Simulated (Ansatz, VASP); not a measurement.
TaN: VASP beside Ansatz

Contents of INCAR:

```
  PREC = Accurate
  ENCUT = 520
  EDIFF = 1E-6
  ISMEAR = 0
  SIGMA = 0.15
  LREAL = False
  LASPH = True
  NELM = 60
  ALGO = Normal
  ISIF = 2
  LWAVE = False
  LCHARG = False
  GGA = PE
  NBANDS = 15
```

File KPOINTS:

```
Automatic mesh
0
Gamma
  18 18 18
```

POSCAR

```
TaN
1.0
    0.0000000000      2.1790000000      2.1790000000
    2.1790000000      0.0000000000      2.1790000000
    2.1790000000      2.1790000000      0.0000000000
Ta N
1 1
Direct
    0.5000000000      0.5000000000      0.5000000000
   -0.0172097292     -0.0172097292      0.0172097292
```

Input for Ansatz:

```yaml
crystal:
  lattice:
    - [0.0, 2.179, 2.179]
    - [2.179, 0.0, 2.179]
    - [2.179, 2.179, 0.0]
  atoms:
    - { symbol: Ta, position: [0.5, 0.5, 0.5] }
    - { symbol: "N", position: [-0.0172097292, -0.0172097292, 0.0172097292] }
basis:
  ecutwfc: 420
kpoints:
  mp_grid: { grid: [18, 18, 18] }
hamiltonian:
  xc: pbe
scf:
  occupations: { method: gaussian, width: 0.15 }
output:
  forces: true
  stress: true
  eigenvalues: true
```

Change from the starting cell: all N atoms moved +0.075 Å, as atom 2 towards its neighbour atom 1 (Ta) at 2.179 Å.

Alike in both runs: task single point; functional PBE; k mesh 18 × 18 × 18; occupations gaussian, width 0.15 eV; no spin polarisation.

|  | VASP | Ansatz |
| --- | --- | --- |
| version | VASP 6.6.1 | Ansatz 0.2.0 |
| potentials or method | VASP PAW PBE potentials, release 64 (Ta_pv, N), cutoff 520 eV | scalar-relativistic, plane waves, PAW |
| valence electrons in the cell | 16 | 18 |

VASP gave:

* gap on the k mesh at the Fermi level (eV): none
* pressure (GPa): 16.6
* traceless stress, the component that is largest in VASP (GPa): 2.08
* rms of the force components (eV/Å): 0.411

Q: Which values does Ansatz return?

A: gap on the k mesh at the Fermi level (eV): none; pressure (GPa): 15.6; traceless stress, the component that is largest in VASP (GPa): 2.05; rms of the force components (eV/Å): 0.409.

Atom by atom the forces differ by 0.001 eV/Å (rms over components). A gap of «none» marks a metal or a gap that the smearing closes. VASP's potentials hold 16 valence electrons a cell and Ansatz's 18, so a difference there can come from the potentials and not from the codes.

Spin-orbit coupling is off throughout.
